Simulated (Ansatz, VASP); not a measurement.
## Two plane-wave programs on BN

```
CELL_PARAMETERS angstrom
2.59789 0.00000 0.00000
-1.29895 2.24984 0.00000
0.00000 0.00000 6.66120
ATOMIC_POSITIONS crystal
B 0.33333 0.66667 0.25000
B 0.66667 0.33333 0.75000
N 0.33333 0.66667 0.75000
N 0.66667 0.33333 0.25000
```

Change from the starting cell: strain +0.0375 x Voigt [1, 1, 0, 0, 0, 0], atoms carried along.

Alike in both runs: task single point; functional r2SCAN; k mesh 12 × 12 × 4; occupations gaussian, width 0.05 eV; no spin polarisation.

```csv
,VASP,Ansatz
version,VASP 6.6.1,Ansatz 0.2.0
potentials or method,"VASP PAW PBE potentials, release 64 (B, N), cutoff 520 eV","scalar-relativistic, plane waves, PAW"
valence electrons in the cell,16,16
```

|  | VASP | Ansatz | Ansatz less VASP |
| --- | --- | --- | --- |
| gap on the k mesh at the Fermi level (eV) | 4.66 | 4.62 | -0.032 |
| least direct gap on the mesh (eV) | 5.01 | 4.98 | -0.030 |
| pressure (GPa) | -23.2 | -23.5 | -0.31 |
| traceless stress, the component that is largest in VASP (GPa) | 23.66 | 24.21 | +0.550 |

VASP's potentials were made for PBE, not for r2SCAN. With one functional, cell and mesh, what is left measures potentials, basis and numerics.
